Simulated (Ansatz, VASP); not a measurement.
CdO in VASP and in Ansatz

```
Cd O
1.0
     0.00000    2.34815    2.34815
     2.34815    0.00000    2.34815
     2.34815    2.34815    0.00000
Cd O
1 1
Direct
  0.00000 0.00000 0.00000
  0.50000 0.50000 0.50000
```

Alike in both runs: task single point; functional LDA; k mesh 8 × 8 × 8; occupations gaussian, width 0.05 eV; no spin polarisation.

|  | VASP | Ansatz |
| --- | --- | --- |
| version | VASP 6.6.1 | Ansatz 0.2.0 |
| potentials or method | VASP PAW LDA potentials, release 64 (Cd, O), cutoff 600 eV | scalar-relativistic, plane waves, PAW |
| valence electrons in the cell | 18 | 26 |

```csv
,VASP,Ansatz,Ansatz less VASP
gap on the k mesh at the Fermi level (eV),none,none,-
pressure (GPa),-4.3,-5.9,-1.58
```

LDA's correlation is that of Perdew and Zunger in VASP and of Perdew and Wang (1992) in Ansatz. A gap of «none» marks a metal or a gap that the smearing closes. VASP's potentials hold 18 valence electrons a cell and Ansatz's 26, so a difference there can come from the potentials and not from the codes.
